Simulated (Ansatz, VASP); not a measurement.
As: VASP beside Ansatz

```
As
1.0
     0.00000    2.08569    2.08569
     2.08569    0.00000    2.08569
     2.08569    2.08569    0.00000
As
1
Direct
  0.00000 0.00000 0.00000
```

Alike in both runs: functional LDA; k mesh 13 × 13 × 13; occupations fermi-dirac, width 0.1 eV; no spin polarisation.

Ansatz relaxed the structure, and its values are those at the end. VASP's run is a single point on that final structure, the one shown.

```csv
,VASP,Ansatz
version,VASP 6.6.1,Ansatz 0.2.0
potentials or method,"VASP PAW LDA potentials, release 64 (As), cutoff 520 eV","plane waves (420 eV) with PAW, scalar-relativistic"
valence electrons in the cell,5,15
```

```tsv
	VASP	Ansatz	Ansatz less VASP
pressure (GPa)	0.3	0.0	-0.26
```

Ansatz warns that its potentials were made for another functional, while VASP's fit it. LDA's correlation is that of Perdew and Zunger in VASP and of Perdew and Wang (1992) in Ansatz. VASP's potentials hold 5 valence electrons a cell and Ansatz's 15, so a difference there can come from the potentials and not from the codes.
